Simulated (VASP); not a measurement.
# AlCu3 (Immm) in VASP: single point with PBEsol

Aim: the single point of AlCu3 with PBEsol.

All numbers are computed with VASP 6.6.1; they aren't measurements. Logs are shortened: lines on timing, memory, paths and dates and some standing lists are left out, and cuts for length are marked.

### 1 The cell of the first run

It takes space group Immm (No. 71, orthorhombic). The conventional cell has a = 4.001 Å, b = 4.154 Å, c = 5.767 Å, α = 90.00°, β = 90.00°, γ = 90.00°. Within 3.3 Å of Al (site symmetry mmm) lie 14 Cu at 2.47 to 2.88 Å. Within 3.3 Å of Cu (site symmetry mmm) lie 8 Cu at 2.47 to 2.53 Å and 6 Al at 2.88 Å. Within 3.3 Å of Cu (site symmetry mm2) lie 4 Al at 2.47 to 2.53 Å and 10 Cu at 2.47 to 2.88 Å.

### 2 Single point, PBEsol (strain +0.0375 x Voigt [0, 0, 0, 1, 0, 0])

File INCAR:

```
SYSTEM = AlCu3
PREC = Accurate
ENCUT = 520
EDIFF = 1E-6
ISMEAR = 0
SIGMA = 0.15
LREAL = .FALSE.
LASPH = .TRUE.
NELM = 80
ALGO = Fast
ISIF = 2
LWAVE = .FALSE.
LCHARG = .TRUE.
GGA = PS
LELF = .TRUE.
LVHAR = .TRUE.
NBANDS = 26
```

File KPOINTS:

```
Automatic mesh
0
G
  14 14 14
  0 0 0
```

File POSCAR:

```
AlCu3
1.0
    0.0000000000      2.9375355411      2.9375355411
    2.8834704698      0.0540650713      2.8834704698
    2.8834704698      2.8834704698      0.0540650713
Al Cu
1 3
Direct
    0.0000000000      0.0000000000      0.0000000000
    0.5000000000      0.5000000000      0.5000000000
    0.2500000000      0.2500000000      0.2500000000
    0.7500000000      0.7500000000      0.7500000000
```

Potentials or basis: VASP PAW PBE potentials, release 64 (Al, Cu).

Launch:

```sh
$ cat potpaw_PBE.64/Al/POTCAR potpaw_PBE.64/Cu/POTCAR > POTCAR
$ mpirun -np 1 vasp_std > vasp.out
```

OUTCAR:

```text
SYSTEM = AlCu3
   PREC = Accurate
   ENCUT = 520
   EDIFF = 1E-6
   ISMEAR = 0
   LREAL = .FALSE.
   LASPH = .TRUE.
   NELM = 80
   ISIF = 2
   GGA = PS

 ion  position               nearest neighbor table
   1  0.000  0.000  0.000-   4 2.47   4 2.47   3 2.47   3 2.47   4 2.53   3 2.53   4 2.53   3 2.53
                             2 2.88   2 2.88   2 2.88   2 2.88   2 2.88   2 2.88
   2  0.500  0.500  0.500-   3 2.47   3 2.47   4 2.47   4 2.47   3 2.53   4 2.53   4 2.53   3 2.53
                             1 2.88   1 2.88   1 2.88   1 2.88   1 2.88   1 2.88
   3  0.250  0.250  0.250-   1 2.47   1 2.47   2 2.47   2 2.47   1 2.53   2 2.53   2 2.53   1 2.53

   4  0.750  0.750  0.750-   2 2.47   2 2.47   1 2.47   1 2.47   2 2.53   1 2.53   2 2.53   1 2.53

  LATTYP: Found a body centered orthorhombic cell.
 ALAT       =     4.0013834880
 B/A-ratio  =     1.0382165605
 C/A-ratio  =     1.4412367515

  Lattice vectors:

 A1 = (  -2.8834704698,   2.8834704698,   0.0540650713)
 A2 = (  -2.8834704698,  -2.8834704698,  -0.0540650713)
 A3 = (   2.8834704698,   0.0540650713,   2.8834704698)

Analysis of symmetry for initial positions (statically):
=====================================================================
 Subroutine PRICEL returns:
 Original cell was already a primitive cell.

 Routine SETGRP: Setting up the symmetry group for a
 body centered orthorhombic supercell.

 Subroutine GETGRP returns: Found  8 space group operations
 (whereof  8 operations were pure point group operations)
 out of a pool of  8 trial point group operations.

The static configuration has the point symmetry D_2h.

Analysis of symmetry for dynamics (positions and initial velocities):
=====================================================================
 Subroutine PRICEL returns:
 Original cell was already a primitive cell.

 Routine SETGRP: Setting up the symmetry group for a
 body centered orthorhombic supercell.

 Subroutine GETGRP returns: Found  8 space group operations
 (whereof  8 operations were pure point group operations)
 out of a pool of  8 trial point group operations.

The dynamic configuration has the point symmetry D_2h.

 Subroutine INISYM returns: Found  8 space group operations
 (whereof  8 operations are pure point group operations),
 and found     1 'primitive' translations

----------------------------------------------------------------------------------------

                                     Primitive cell

  volume of cell :      47.9318

  direct lattice vectors                    reciprocal lattice vectors
[... 93 lines left out ...]
   EDIFFG = 0.1E-04   stopping-criterion for IOM
   NSW    =      0    number of steps for IOM
   IBRION =     -1    ionic relax: 0-MD 1-quasi-New 2-CG
   NFREE  =      0    steps in history (QN), initial steepest desc. (CG)
   ISIF   =      2    stress and relaxation
   ISYM   =      2    0-nonsym 1-usesym 2-fastsym
   POTIM  = 0.5000    time-step for ionic-motion
   TEBEG  =    0.0;   TEEND  =   0.0 temperature during run
   PSTRESS=    0.0 pullay stress
   NELECT =      36.0000    total number of electrons
   NUPDOWN=      -1.0000    fix difference up-down
   EMIN   =  10.00;   EMAX   =-10.00  energy-range for DOS
   EFERMI =   0.00;   METHOD = LEGACY
   ISMEAR =     0;   SIGMA  =   0.15  broadening in eV -4-tet -1-fermi 0-gaus
   EFERMI_NEDOS =   21; number of points for ismear=-14 and -15
   IALGO  =     68    algorithm
   IMIX   =      4    mixing-type and parameters
     AMIX     =   0.40;   BMIX     =  1.00
     AMIX_MAG =   1.60;   BMIX_MAG =  1.00
  volume/ion in A,a.u.               =      11.98        80.86
  Fermi-wavevector in a.u.,A,eV,Ry     =   1.488108  2.812116 30.129623  2.214465
  Thomas-Fermi vector in A             =   2.601184
   LORBIT       =      0    0 simple, 1 ext, 2 COOP (PROOUT), +10 PAW based schemes
   GGA     = PS    functional components
   LHFCALC =     F    Hartree Fock is set to
   AEXX    =    0.0000 exact exchange contribution
   IVDW    =     0    specifies the selected vdW correction
   LEPSILON=     F    determine dielectric tensor
   LRPA    =     F    only Hartree local field effects (RPA)
 non-spin polarized calculation
 RMM-DIIS sequential band-by-band and
 Gauss-broadening in eV      SIGMA  =   0.15
  energy-cutoff  :      520.00
  volume of cell :       47.93
 maximum number of plane-waves:      1321
   NGX = 15   NGY = 15   NGZ = 15

 number of electron      36.0000031 magnetization

 Free energy of the ion-electron system (eV)
  ---------------------------------------------------
  ext. energy  EPLUGINS =         0.00000000
  ---------------------------------------------------
  free energy    TOTEN  =       -17.70771488 eV

  energy without entropy =      -17.69582160  energy(sigma->0) =      -17.70176824

 E-fermi :   8.6440     XC(G=0): -12.4990

 val. band max:        8.6439180862   @ k =   0.2143   0.2857  -0.0000
 cond. band min:       8.6446414981   @ k =   0.2143   0.3571   0.0714
 fundamental gap:      0.0007234119
 Fermi energy:         8.6439847830

 k-point     1 :       0.0000    0.0000    0.0000
  band No.  band energies     occupation
      1      -2.0608      2.00000
      2       3.8487      2.00000
      3       3.8580      2.00000
      4       3.9226      2.00000
      5       3.9393      2.00000
      6       3.9597      2.00000
[... 685 lines left out ...]
     25      15.6475      0.00000
     26      16.0590      0.00000

 [... further k-points ...]

------------------------ aborting loop because EDIFF is reached ----------------------------------------

  FORCE on cell =-STRESS in cart. coord.  units (eV):
  Direction    XX          YY          ZZ          XY          YZ          ZX
  --------------------------------------------------------------------------------------
  -------------------------------------------------------------------------------------
  Total        0.2939169      0.2745830      0.2745830      0.0000000     -1.2880973      0.0000000
  in kB        9.8245194      9.1782606      9.1782606      0.0000000    -43.0561746      0.0000000
  external PRESSURE =       9.3936802 kB  Pullay stress =       0.0000000 kB

 VOLUME and BASIS-vectors are now :
 -----------------------------------------------------------------------------
  energy-cutoff  :      520.00
  volume of cell :       47.93
      direct lattice vectors                 reciprocal lattice vectors
     0.000000000  2.937535541  2.937535541    -0.173402157  0.170210707  0.170210707
     2.883470470  0.054065071  2.883470470     0.173402157 -0.176715574  0.176715574
     2.883470470  2.883470470  0.054065071     0.173402157  0.176715574 -0.176715574

 POSITION                                       TOTAL-FORCE (eV/Angst)
 -----------------------------------------------------------------------------------
      0.00000      0.00000      0.00000         0.000000      0.000000      0.000000
      2.88347      2.93754      2.93754         0.000000      0.000000      0.000000
      1.44174      1.46877      1.46877         0.000463      0.000000      0.000000
      4.32521      4.40630      4.40630        -0.000463     -0.000000     -0.000000
 -----------------------------------------------------------------------------------
    total drift:                               -0.000000     -0.000000      0.000000

  FREE ENERGIE OF THE ION-ELECTRON SYSTEM (eV)
  ---------------------------------------------------
  free  energy   TOTEN  =       -17.7077148775 eV

  energy  without entropy=      -17.6958216007  energy(sigma->0) =      -17.70176824
```

stdout:

```text
POSCAR found type information on POSCAR AlCu
 POSCAR found :  2 types and       4 ions
 scaLAPACK will be used
 -----------------------------------------------------------------------------
|                                                                             |
|                                                                             |
|     You enforced a specific xc type in the INCAR file but a different       |
|     I HOPE YOU KNOW WHAT YOU ARE DOING!                                     |
|                                                                             |
 -----------------------------------------------------------------------------

 LDA part: xc-table for (Slater+PW92), standard interpolation
 POSCAR, INCAR and KPOINTS ok, starting setup
 FFT: planning ... GRIDC
 FFT: planning ... GRID_SOFT
 FFT: planning ... GRID
 WAVECAR not read
 entering main loop
WARNING in EDDRMM: call to ZHEGV failed, returncode =   6  3     25
```

Run time: 9.4 min. Hardware: 1 thread of Intel Xeon Platinum 8259CL at 2.50GHz (Skylake/Cascade Lake), shared host; peak memory 0.52 GiB.

Results:

- Free energy: -17.7077 eV
- Pressure: 0.9 GPa
- Band gap on the k mesh: zero (band 18 reaches 12.26 eV, above the bottom of band 19 at 6.49 eV)

Caveat: the cell differs from its parent crystal (strain +0.0375 x Voigt [0, 0, 0, 1, 0, 0]); the PAW data sets were made with another functional, which shifts forces and pressure a little.
